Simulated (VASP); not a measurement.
# C (Fmmm) in VASP: notebook

The runs below take C through single point, with PBE+D3(BJ).

Program: VASP 6.6.1. These are calculated values, not measurements. Logs are shortened: lines on timing, memory, paths and dates and some standing lists are left out, and cuts for length are marked.

### Step 1. The cell of the first run

It takes space group Fmmm (No. 69, orthorhombic). Conventional cell: a = 2.324 Å, b = 4.612 Å, c = 6.406 Å, α = 90.00°, β = 90.00°, γ = 90.00°. C (site symmetry m2m) has 3 C at 1.39 to 1.54 Å within 1.9 Å.

### Step 2. Single point, PBE+D3(BJ)

INCAR

```
SYSTEM = C
PREC = Accurate ; ENCUT = 520
EDIFF = 1E-6 ; ISMEAR = 0
SIGMA = 0.03 ; LREAL = .FALSE.
LASPH = .TRUE. ; NELM = 60
ALGO = Normal ; ISIF = 2
LWAVE = .FALSE. ; LCHARG = .FALSE.
GGA = PE ; IVDW = 12
NBANDS = 11
```

KPOINTS

```
regular mesh
0
G
  18 18 18
  0 0 0
```

POSCAR

```
C
1.0
    0.0000000000      2.3057647869      3.2029327940
    1.1620523188      0.0000000000      3.2029327940
    1.1620523188      2.3057647869      0.0000000000
C
2
Direct
    0.1666966007      0.8333033993      0.1666966007
    0.8333033993      0.1666966007      0.8333033993
```

Potentials or basis: VASP PAW PBE potentials, release 64 (C).

The run is started by

```sh
$ cat potpaw_PBE.64/C/POTCAR > POTCAR
$ mpirun -np 1 vasp_std > vasp.out
```

OUTCAR:

```text
SYSTEM = C
   PREC = Accurate
   ENCUT = 520
   EDIFF = 1E-6
   ISMEAR = 0
   LREAL = .FALSE.
   LASPH = .TRUE.
   NELM = 60
   ISIF = 2
   GGA = PE
   IVDW = 12
 IVDW          = 12

 ion  position               nearest neighbor table
   1  0.167  0.833  0.167-   2 1.39   2 1.39   2 1.54
   2  0.833  0.167  0.833-   1 1.39   1 1.39   1 1.54

  LATTYP: Found a face centered orthorhombic cell.
 ALAT       =     2.3241046376
 B/A-ratio  =     1.9842177065
 C/A-ratio  =     2.7562724519

  Lattice vectors:

 A1 = (   0.0000000000,   2.3057647869,   3.2029327940)
 A2 = (   1.1620523188,   0.0000000000,   3.2029327940)
 A3 = (   1.1620523188,   2.3057647869,   0.0000000000)

Analysis of symmetry for initial positions (statically):
=====================================================================
 Subroutine PRICEL returns:
 Original cell was already a primitive cell.

 Routine SETGRP: Setting up the symmetry group for a
 face centered orthorhombic supercell.

 Subroutine GETGRP returns: Found  8 space group operations
 (whereof  8 operations were pure point group operations)
 out of a pool of  8 trial point group operations.

The static configuration has the point symmetry D_2h.

Analysis of symmetry for dynamics (positions and initial velocities):
=====================================================================
 Subroutine PRICEL returns:
 Original cell was already a primitive cell.

 Routine SETGRP: Setting up the symmetry group for a
 face centered orthorhombic supercell.

 Subroutine GETGRP returns: Found  8 space group operations
 (whereof  8 operations were pure point group operations)
 out of a pool of  8 trial point group operations.

The dynamic configuration has the point symmetry D_2h.

 Subroutine INISYM returns: Found  8 space group operations
 (whereof  8 operations are pure point group operations),
 and found     1 'primitive' translations

----------------------------------------------------------------------------------------

                                     Primitive cell

  volume of cell :      17.1640

  direct lattice vectors                    reciprocal lattice vectors
     0.000000000  2.305764787  3.202932794    -0.430273226  0.216847791  0.156106928
     1.162052319  0.000000000  3.202932794     0.430273226 -0.216847791  0.156106928
     1.162052319  2.305764787  0.000000000     0.430273226  0.216847791 -0.156106928

  length of vectors
     3.946559227  3.407219405  2.582037344     0.506485327  0.506485327  0.506485327

  position of ions in fractional coordinates (direct lattice)
     0.166696601  0.833303399  0.166696601
     0.833303399  0.166696601  0.833303399

  ion indices of the primitive-cell ions
   primitive index   ion index
                 1           1
                 2           2

----------------------------------------------------------------------------------------

 KPOINTS: regular mesh

Automatic generation of k-mesh.
 Grid dimensions read from file:
 generate k-points for:   18   18   18

 Generating k-lattice:

  Cartesian coordinates                     Fractional coordinates (reciprocal lattice)
    -0.023904068  0.012047099  0.008672607     0.055555556  0.000000000  0.000000000
     0.023904068 -0.012047099  0.008672607    -0.000000000  0.055555556 -0.000000000
     0.023904068  0.012047099 -0.008672607     0.000000000  0.000000000  0.055555556

  Length of vectors
     0.028138074  0.028138074  0.028138074

  Shift w.r.t. Gamma in fractional coordinates (k-lattice)
     0.000000000  0.000000000  0.000000000

 Subroutine IBZKPT returns following result:
 ===========================================

 Found    865 irreducible k-points:

 Following reciprocal coordinates:
            Coordinates               Weight
  0.000000  0.000000  0.000000      1.000000
  0.055556 -0.000000 -0.000000      8.000000
  0.111111 -0.000000 -0.000000      8.000000
  0.166667 -0.000000 -0.000000      8.000000
  0.222222  0.000000  0.000000      8.000000
  0.277778  0.000000  0.000000      8.000000
[... 16 lines left out ...]
 -0.277778  0.055556  0.000000      8.000000
 -0.222222  0.055556 -0.000000      8.000000
 [... further k-points ...]
   k-points           NKPTS =    865   k-points in BZ     NKDIM =    865   number of bands    NBANDS=     11
   number of dos      NEDOS =    301   number of ions     NIONS =      2
   total plane-waves  NPLWV =  16800
   dimension x,y,z NGX =    30 NGY =   28 NGZ =   20
   dimension x,y,z NGXF=    60 NGYF=   56 NGZF=   40
   ions per type =               2
   NGX,Y,Z   is equivalent  to a cutoff of  12.64, 13.66, 12.88 a.u.
   NGXF,Y,Z  is equivalent  to a cutoff of  25.27, 27.32, 25.75 a.u.
 SYSTEM =  C
   PREC   = accura    normal or accurate (medium, high low for compatibility)
   ISTART =      0    job   : 0-new  1-cont  2-samecut
   ICHARG =      2    charge: 1-file 2-atom 10-const
   ISPIN  =      1    spin polarized calculation?
   LNONCOLLINEAR =      F non collinear calculations
   LSORBIT =      F    spin-orbit coupling
   LASPH  =      T    aspherical Exc in radial PAW
   ENCUT  =  520.0 eV  38.22 Ry    6.18 a.u.   7.34  6.34  4.80*2*pi/ulx,y,z
   NELM   =     60;   NELMIN=  2; NELMDL= -5     # of ELM steps
   EDIFF  = 0.1E-05   stopping-criterion for ELM
   LREAL  =      F    real-space projection
   EDIFFG = 0.1E-04   stopping-criterion for IOM
   NSW    =      0    number of steps for IOM
   IBRION =     -1    ionic relax: 0-MD 1-quasi-New 2-CG
   NFREE  =      0    steps in history (QN), initial steepest desc. (CG)
   ISIF   =      2    stress and relaxation
   ISYM   =      2    0-nonsym 1-usesym 2-fastsym
   POTIM  = 0.5000    time-step for ionic-motion
   TEBEG  =    0.0;   TEEND  =   0.0 temperature during run
   PSTRESS=    0.0 pullay stress
   NELECT =       8.0000    total number of electrons
   NUPDOWN=      -1.0000    fix difference up-down
   EMIN   =  10.00;   EMAX   =-10.00  energy-range for DOS
   EFERMI =   0.00;   METHOD = LEGACY
   ISMEAR =     0;   SIGMA  =   0.03  broadening in eV -4-tet -1-fermi 0-gaus
   EFERMI_NEDOS =   21; number of points for ismear=-14 and -15
   IALGO  =     38    algorithm
   IMIX   =      4    mixing-type and parameters
     AMIX     =   0.40;   BMIX     =  1.00
     AMIX_MAG =   1.60;   BMIX_MAG =  1.00
  volume/ion in A,a.u.               =       8.58        57.91
  Fermi-wavevector in a.u.,A,eV,Ry     =   1.269303  2.398635 21.920758  1.611130
  Thomas-Fermi vector in A             =   2.402352
   LORBIT       =      0    0 simple, 1 ext, 2 COOP (PROOUT), +10 PAW based schemes
   GGA     = PE    functional components
   LHFCALC =     F    Hartree Fock is set to
   AEXX    =    0.0000 exact exchange contribution
   IVDW    =    12    specifies the selected vdW correction
   LEPSILON=     F    determine dielectric tensor
   LRPA    =     F    only Hartree local field effects (RPA)
 non-spin polarized calculation
 Gauss-broadening in eV      SIGMA  =   0.03
  energy-cutoff  :      520.00
  volume of cell :       17.16
 maximum number of plane-waves:       484
 NGX is ok and might be reduce to    30
   NGX = 15   NGY = 13   NGZ =  9

 number of electron       8.0000000 magnetization

 Free energy of the ion-electron system (eV)
  ---------------------------------------------------
  ext. energy  EPLUGINS =         0.00000000
  ---------------------------------------------------
  free energy    TOTEN  =       -17.93228445 eV

  energy without entropy =      -17.93228445  energy(sigma->0) =      -17.93228445

 E-fermi :   5.2543     XC(G=0): -10.5803

 val. band max:        5.1134882992   @ k =   0.5000  -0.1667   0.3333
 cond. band min:       5.3753025542   @ k =  -0.2222   0.1111   0.2778
 fundamental gap:      0.2618142551
 Fermi energy:         5.2542716343

 k-point     1 :       0.0000    0.0000    0.0000
  band No.  band energies     occupation
      1     -14.5980      2.00000
      2      -1.1388      2.00000
      3       1.4018      2.00000
      4       2.5518      2.00000
      5       9.8019      0.00000
      6      10.3886      0.00000
      7      14.8085      0.00000
      8      15.9571      0.00000
      9      18.5928      0.00000
     10      27.5212      0.00000
     11      31.0377      0.00000

 k-point     2 :       0.0556   -0.0000   -0.0000
  band No.  band energies     occupation
      1     -14.5170      2.00000
      2      -1.0752      2.00000
      3       1.2527      2.00000
      4       2.2527      2.00000
      5       9.9244      0.00000
      6      10.6451      0.00000
      7      14.7394      0.00000
      8      15.7173      0.00000
      9      18.8343      0.00000
     10      27.8253      0.00000
     11      30.7542      0.00000

 k-point     3 :       0.1111   -0.0000   -0.0000
  band No.  band energies     occupation
      1     -14.2743      2.00000
      2      -0.8831      2.00000
      3       0.8478      2.00000
      4       1.4461      2.00000
      5      10.3070      0.00000
      6      11.2316      0.00000
      7      14.6554      0.00000
      8      15.0327      0.00000
      9      19.5291      0.00000
     10      28.5813      0.00000
     11      28.9656      0.00000
[... 267 lines left out ...]
 k-point    23 :      -0.2778    0.0556    0.0000
  band No.  band energies     occupation
      1     -11.7900      2.00000
      2      -4.0778      2.00000
      3      -1.2387      2.00000
      4       1.5464      2.00000
      5       9.6025      0.00000
      6      11.0452      0.00000
      7      13.7489      0.00000
      8      18.7026      0.00000
      9      22.0346      0.00000
     10      24.8319      0.00000
     11      26.2426      0.00000

 k-point    24 :      -0.2222    0.0556   -0.0000
  band No.  band energies     occupation
      1     -12.6417      2.00000
      2      -2.5833      2.00000
      3      -0.7799      2.00000
      4       0.7983      2.00000
      5      11.1305      0.00000
      6      11.3213      0.00000
      7      12.5619      0.00000
      8      17.2003      0.00000
      9      23.0196      0.00000
     10      23.6883      0.00000
     11      27.0187      0.00000

 [... further k-points ...]

------------------------ aborting loop because EDIFF is reached ----------------------------------------

 Edisp (eV)   -0.32206

 E8    (eV) :    -0.0919

  FORCE on cell =-STRESS in cart. coord.  units (eV):
  Direction    XX          YY          ZZ          XY          YZ          ZX
  --------------------------------------------------------------------------------------
  -------------------------------------------------------------------------------------
  Total       6.25247    -7.18271     0.37277    -0.00000     0.00000     0.00000
  in kB     583.63816  -670.47209    34.79619    -0.00000     0.00000     0.00000
  external pressure =      -17.35 kB  Pullay stress =        0.00 kB

 VOLUME and BASIS-vectors are now :
 -----------------------------------------------------------------------------
  energy-cutoff  :      520.00
  volume of cell :       17.16
      direct lattice vectors                 reciprocal lattice vectors
     0.000000000  2.305764787  3.202932794    -0.430273226  0.216847791  0.156106928
     1.162052319  0.000000000  3.202932794     0.430273226 -0.216847791  0.156106928
     1.162052319  2.305764787  0.000000000     0.430273226  0.216847791 -0.156106928

 POSITION                                       TOTAL-FORCE (eV/Angst)
 -----------------------------------------------------------------------------------
      1.16205      0.76873      3.20293         0.000000     -0.709105      0.000000
      1.16205      3.84280      3.20293         0.000000      0.709105      0.000000
 -----------------------------------------------------------------------------------
    total drift:                                0.000000      0.000000     -0.000000

  FREE ENERGIE OF THE ION-ELECTRON SYSTEM (eV)
  ---------------------------------------------------
  free  energy   TOTEN  =       -18.2543477702 eV

  energy  without entropy=      -18.2543477702  energy(sigma->0) =      -18.25434777
```

Wall time 2.1 min (1 thread of Intel Xeon Platinum 8488C (Sapphire Rapids), shared host); peak memory 0.26 GiB.

What came out:

| Property | Result |
| --- | --- |
| Free energy | -18.2543 eV |
| Pressure | -1.7 GPa |
| Largest force | 0.709 eV/Å |
| Band gap on the k mesh | 0.26 eV, indirect (least direct gap 0.54 eV) |
| Dispersion energy per atom | -0.161 eV |

Forces in eV/Å, atoms in the order of the input:
```
C    0.000 -0.709  0.000
C    0.000  0.709  0.000
```

### Step 3. Single point, PBE+D3(BJ)

This run uses another cell than the first one, of 8.94 Å³/atom, 1.042 times its volume.

INCAR

```
SYSTEM = C
PREC = Accurate
ENCUT = 520
EDIFF = 1E-7
ISMEAR = 0
SIGMA = 0.03
LREAL = .False.
LASPH = .True.
NELM = 100
ALGO = Normal
ISIF = 2
LWAVE = .False.
LCHARG = .False.
GGA = PE
IVDW = 12
NBANDS = 11
```

KPOINTS

```
regular mesh
0
Gamma
  18 18 18
  0 0 0
```

POSCAR

```
C
1.0
    0.0000000000      2.0084554850      3.5025525575
    1.2707570165      0.0000000000      3.5025525575
    1.2707570165      2.0084554850      0.0000000000
C
2
Direct
    0.1666966007      0.8333033993      0.1666966007
    0.8333033993      0.1666966007      0.8333033993
```

Potentials or basis: VASP PAW PBE potentials, release 64 (C).

The run is started by

```sh
$ cat potpaw_PBE.64/C/POTCAR > POTCAR
$ mpirun -np 1 vasp_std > vasp.out
```

It took 1.7 min on 1 thread of Intel Xeon Platinum 8488C (Sapphire Rapids), shared host; peak memory 0.25 GiB.

The run converged. Its results:

```
Free energy                : -18.4707 eV
Pressure                   : 16.4 GPa
Largest force              : 1.693 eV/Å
Band gap on the k mesh     : 0.19 eV, indirect (least direct gap 0.56 eV)
Dispersion energy per atom : -0.146 eV
```

Forces on the atoms (eV/Å):
```
C    0.000  1.693  0.000
C    0.000 -1.693  0.000
```

Stress tensor (GPa, compression positive):
```
-18.77   0.00   0.00
  0.00  69.13   0.00
  0.00   0.00  -1.04
```

Levels at points of the mesh, in eV from the valence-band top:
```csv
k point,band 1,band 2,band 3,band 4,band 5,band 6,band 7,band 8,band 9
"(0.00, 0.00, 0.00)",-19.99,-7.11,-3.05,-2.90,3.80,7.66,8.96,11.86,14.65
"(0.50, 0.00, 0.00)",-14.91,-13.42,-5.92,-2.85,1.73,9.03,12.36,13.03,18.95
"(0.50, 0.50, 0.00)",-19.79,-8.65,-3.07,-2.90,7.59,8.88,9.41,12.06,14.61
"(0.50, 0.00, 0.50)",-13.73,-13.46,-7.46,-0.98,2.05,5.80,11.92,12.02,17.09
"(0.00, 0.50, 0.50)",-13.63,-13.31,-7.50,-2.08,1.09,5.52,13.19,17.47,20.55
```

Caveat: forces of over 1 eV/Å act on the atoms, so gaps and moduli don't describe the material at rest.

### Step 4. Single point, PBE+D3(BJ)

This run uses another cell than the first one, of 8.94 Å³/atom, 1.042 times its volume.

INCAR

```
ALGO = Normal ; EDIFF = 1E-6
ENCUT = 520 ; GGA = PE
ISIF = 2 ; ISMEAR = 0
IVDW = 12 ; LASPH = True
LCHARG = True ; LELF = True
LREAL = False ; LVHAR = True
LWAVE = False ; NBANDS = 11
NELM = 80 ; PREC = Accurate
SIGMA = 0.03
```

KPOINTS

```
k-points
0
Gamma
  18 18 18
```

POSCAR

```
C
1.0
    0.0000000000      2.2676207236      3.2963290469
    1.1959373046      0.0000000000      3.2963290469
    1.1959373046      2.2676207236      0.0000000000
C
2
Direct
    0.1666966007      0.8333033993      0.1666966007
    0.8333033993      0.1666966007      0.8333033993
```

The run is started by

```sh
$ cat potpaw_PBE.64/C/POTCAR > POTCAR
$ mpirun -np 1 vasp_std > vasp.out
```

It took 2.2 min on 1 thread of Intel Xeon Platinum 8488C (Sapphire Rapids), shared host; peak memory 0.26 GiB.

It converged, with:

```
Free energy                : -18.5005 eV
Pressure                   : -9.6 GPa
Largest force              : 0.451 eV/Å
Band gap on the k mesh     : 0.06 eV, indirect (least direct gap 0.11 eV)
Dispersion energy per atom : -0.157 eV
```

Forces in eV/Å, atoms in the order of the input:
```
C    0.000 -0.451  0.000
C    0.000  0.451  0.000
```

Stress tensor (GPa, compression positive):
```
 23.81   0.00   0.00
  0.00 -54.39   0.00
  0.00   0.00   1.63
```

Levels at points of the mesh, in eV from the valence-band top:
```csv
k point,band 2,band 3,band 4,band 5,band 6,band 7
"(0.00, 0.00, 0.00)",-6.41,-3.59,-2.96,4.35,6.07,8.87
"(0.50, 0.00, 0.00)",-13.29,-6.91,-2.15,1.32,5.68,12.27
"(0.50, 0.50, 0.00)",-8.59,-3.55,-3.01,6.24,8.76,10.55
"(0.50, 0.00, 0.50)",-13.14,-5.50,-2.42,2.53,9.07,10.11
"(0.00, 0.50, 0.50)",-12.91,-5.57,-4.05,0.52,8.64,14.12
```

A k mesh can miss the band edges.

(Part 1 of 2 ends here.)
